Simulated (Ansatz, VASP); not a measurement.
**Two plane-wave programs on Cu**

```
Cu
1.0
    -1.45401    1.45401    1.36204
     1.45401   -1.45401    1.36204
     1.45401    1.45401   -1.36204
Cu
1
Direct
  0.00000 0.00000 0.00000
```

Alike in both runs: functional r2SCAN; k mesh 6 × 6 × 6; occupations gaussian, width 0.1 eV; no spin polarisation.

Ansatz relaxed the structure, and its values are those at the end. VASP's run is a single point on that final structure, the one shown.

```csv
,VASP,Ansatz
version,VASP 6.6.1,Ansatz 0.2.0
potentials or method,"VASP PAW PBE potentials, release 64 (Cu), cutoff 520 eV","scalar-relativistic, plane waves, PAW"
valence electrons in the cell,11,19
```

|  | VASP | Ansatz | Ansatz less VASP |
| --- | --- | --- | --- |
| gap on the k mesh at the Fermi level (eV) | none | none | - |
| pressure (GPa) | 0.6 | 0.0 | -0.62 |

VASP's potentials were made for PBE, not for r2SCAN. A gap of «none» marks a metal or a gap that the smearing closes. VASP's potentials hold 11 valence electrons a cell and Ansatz's 19, so a difference there can come from the potentials and not from the codes.

The k mesh is coarse, so the values compare programs but aren't converged.
